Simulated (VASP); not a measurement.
Cu:

```xyz
1
Lattice="0.0000 1.7706 1.7706 1.7706 0.0000 1.7706 1.7706 1.7706 0.0000" Properties=species:S:1:pos:R:3 pbc="T T T"
Cu    0.0000    0.0000    0.0000
```

Base run:

```yaml
Program: VASP 6.6.1
Functional: RPBE
Potentials_or_basis: VASP PAW PBE potentials, release 64 (Cu)
Cutoff: 600 eV
k_mesh: 13 × 13 × 13
Occupations: fermi-dirac, width 0.05 eV
Spin: no spin polarisation
```

Its results: pressure 18.6 GPa.

**Question.** The run is repeated on the same cell with these changes: functional from RPBE to PBEsol; cutoff from 600 eV to 520 eV. What comes out?

**Answer.** Pressure 4.0 GPa.

PBEsol binds more tightly than RPBE, so the same cell stands under less pressure.

Caveats: the PAW data sets were made with another functional, which shifts forces and pressure a little.
